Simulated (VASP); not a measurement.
A run of VASP 6.6.1 is set up as follows.

INCAR

```
PREC = Accurate
ENCUT = 520
EDIFF = 1E-7
ISMEAR = 0
SIGMA = 0.1
LREAL = F
LASPH = T
NELM = 150
ALGO = Normal
ISIF = 2
LWAVE = F
LCHARG = F
ISPIN = 2
MAGMOM = 0 0 1
LORBIT = 11
LDIPOL = T
IDIPOL = 3
DIPOL = 0.5 0.5 0.283
GGA = PE
IVDW = 12
NBANDS = 26
```

Contents of KPOINTS:

```
regular mesh
0
Gamma
  9 9 1
```

File POSCAR:

```
Ge2H
1.0
    4.0226895460      0.0000000000      0.0000000000
   -2.0113447730      3.4837513384      0.0000000000
    0.0000000000      0.0000000000     17.6842610184
Ge H
2 1
Direct
    0.3333333333      0.6666666667      0.2648830513
    0.6666666667      0.3333333333      0.2261898304
    0.8888888889      0.1111111111      0.3593173055
```

Potentials or basis: VASP PAW PBE potentials, release 64 (Ge_d, H).

Launch:

```bash
$ cat potpaw_PBE.64/Ge_d/POTCAR potpaw_PBE.64/H/POTCAR > POTCAR
$ mpirun -np 1 vasp_std > vasp.out
```

Question: Predict the net moment.

Answer: 0.98 μB per cell.

Question: Estimate the dispersion energy per atom.

Answer: -0.132 eV.

Question: Estimate the site moments.

Answer: Ge +0.07, +0.10; H +0.27 μB.

Forces in eV/Å, atoms in the order of the input:
```
Ge   0.194 -0.112  0.490
Ge  -0.077  0.044 -0.097
H   -0.117  0.067 -0.394
```
